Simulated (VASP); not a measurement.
The system is TiB2.

```xyz
3
Lattice="3.0292 0.0000 0.0000 -1.5146 2.6234 0.0000 0.0000 0.0000 3.2284" Properties=species:S:1:pos:R:3 pbc="T T T"
Ti    0.0000    0.0000    0.0000
B     0.0000    1.7489    1.6142
B     1.5146    0.8745    1.6142
```

* Program: VASP 6.6.1
* Task: relaxation of cell and atoms
* Functional: LDA
* Potentials or basis: VASP PAW LDA potentials, release 64 (Ti_sv, B)
* Cutoff: 600 eV
* k mesh: 9 × 9 × 6
* Occupations: gaussian, width 0.1 eV
* Spin: no spin polarisation

At the start: pressure -10.8 GPa; volume 8.55 Å³/atom.

Problem. How do energy, volume and symmetry change on relaxing?

Solution. Over 5 steps the energy falls by 13.0 meV/atom and the volume is 8.18 Å³/atom (-4.3 %); space group P6/mmm (No. 191, to 0.1 Å) before and after.

Step by step:
```
step  energy change (eV)  largest force (eV/Å)  pressure (GPa)  volume (Å³)
   1              0.0000                0.0000          -10.77        25.66
   2              0.0002                0.0000           12.68        23.58
   3             -0.0377                0.0000            0.08        24.59
   4             -0.0377                0.0000            0.27        24.57
   5             -0.0390                0.0000            0.16        24.55
```

Final structure:
```
Ti B
1.0
     2.99599    0.00000    0.00000
    -1.49799    2.59460    0.00000
     0.00000    0.00000    3.15884
Ti B
1 2
Direct
  0.00000 0.00000 0.00000
  0.33333 0.66667 0.50000
  0.66667 0.33333 0.50000
```
